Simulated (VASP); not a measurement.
Set up this calculation in VASP 6.6.1, as the native input.

* Task: single point
* Functional: r2SCAN
* Potentials or basis: VASP PAW PBE potentials, release 64 (Ti_sv, Pt)
* Cutoff: 550 eV
* k mesh: 3 × 3 × 3
* Occupations: fermi-dirac, width 0.01 eV
* Spin: collinear spin
* Starting moments: [0.39, -0.13, -0.13, -0.13] μB
* Dipole correction: no
* Further INCAR settings: ALGO = Normal; EDIFF = 1e-06; NBANDS = 33

Crystal: TiPt3.

```
Ti Pt
1.0
     3.89700    0.00000    0.00000
     0.00000    3.89700    0.00000
     0.00000    0.00000    3.89700
Ti Pt
1 3
Direct
  0.00000 0.00000 0.00000
  0.00000 0.50000 0.50000
  0.50000 0.00000 0.50000
  0.50000 0.50000 0.00000
```

The input as run:

POSCAR

```
TiPt3
1.0
    3.8970000000      0.0000000000      0.0000000000
    0.0000000000      3.8970000000      0.0000000000
    0.0000000000      0.0000000000      3.8970000000
Ti Pt
1 3
Direct
    0.0000000000      0.0000000000      0.0000000000
    0.0000000000      0.5000000000      0.5000000000
    0.5000000000      0.0000000000      0.5000000000
    0.5000000000      0.5000000000      0.0000000000
```

INCAR.step1

```
PREC = Accurate ; ENCUT = 550
ISMEAR = -1 ; SIGMA = 0.01
LREAL = False ; LASPH = True
NELM = 200 ; ISPIN = 2
MAGMOM = 0.39 -0.13 -0.13 -0.13 ; LMAXMIX = 4
NBANDS = 33 ; GGA = PE
ALGO = Normal ; EDIFF = 1E-5
LWAVE = True ; LCHARG = False
GGA_COMPAT = False
```

INCAR.step2

```
PREC = Accurate ; ENCUT = 550
EDIFF = 1E-6 ; ISMEAR = -1
SIGMA = 0.01 ; LREAL = False
LASPH = True ; NELM = 200
ALGO = Normal ; ISIF = 2
LWAVE = False ; LCHARG = False
ISPIN = 2 ; MAGMOM = 0.39 -0.13 -0.13 -0.13
LORBIT = 11 ; LMAXMIX = 4
METAGGA = R2SCAN ; LMIXTAU = True
NBANDS = 33 ; ISTART = 1
GGA_COMPAT = False
```

KPOINTS

```
regular mesh
0
Gamma
  3 3 3
```

Potentials or basis: VASP PAW PBE potentials, release 64 (Ti_sv, Pt).

Command:

```console
$ cat potpaw_PBE.64/Ti_sv/POTCAR potpaw_PBE.64/Pt/POTCAR > POTCAR
$ cp INCAR.step1 INCAR
$ mpirun -np 1 vasp_std > vasp.out
$ cp INCAR.step2 INCAR
$ mpirun -np 1 vasp_std > vasp.out
```

Results of the run:

- Pressure: 7.7 GPa
- Net moment: 0.17 μB per cell
- Site moments: Ti +0.18; Pt -0.01 μB
- Valence electrons inside the program's atomic spheres: Ti 10.13; Pt 9.48

Caveat: the k points lie up to 0.54 Å⁻¹ apart; the PAW data sets were made with another functional, which shifts forces and pressure a little.

Run time: 89 s on 1 thread of Intel(R) Xeon(R) Platinum 8375C CPU @ 2.90GHz (Ice Lake), on a shared host, peak memory 0.2 GiB.
